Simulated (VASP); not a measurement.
AlN, 2 atoms in the cell. Symmetry: I4/mmm, No. 139, tetragonal system. Conventional cell: a = 2.877 Å, b = 2.877 Å, c = 4.150 Å, α = 90.00°, β = 90.00°, γ = 90.00°. Al (site symmetry 4/mmm) has 6 N at 2.03 to 2.08 Å within 2.7 Å. N (site symmetry 4/mmm) has 6 Al at 2.03 to 2.08 Å within 2.7 Å.  This cell differs from its parent crystal: strain +0.0200 x Voigt [0, 0, 1, 0, 0, 0].

| Item | Value |
| --- | --- |
| Program | VASP 6.6.1 |
| Task | single point |
| Functional | PBEsol |
| Potentials or basis | VASP PAW PBE potentials, release 64 (Al, N) |
| Cutoff | 520 eV |
| k mesh | 10 × 10 × 10 |
| Occupations | gaussian, width 0.05 eV |
| Spin | no spin polarisation |
| Dipole correction | no |
| Further INCAR settings | ALGO = Normal; EDIFF = 1e-06; NBANDS = 11 |

Potentials or basis: VASP PAW PBE potentials, release 64 (Al, N).

Command:

```bash
$ cat potpaw_PBE.64/Al/POTCAR potpaw_PBE.64/N/POTCAR > POTCAR
$ mpirun -np 1 vasp_std > vasp.out
```

Hardware: 1 thread of Intel Xeon 8259CL (shared host).

Q: How long does it take, and how much memory?

A: Wall time 22 s on 1 thread of Intel Xeon 8259CL, on a shared host, peak memory 0.14 GiB. Counts: scf iterations 12, k points 102.
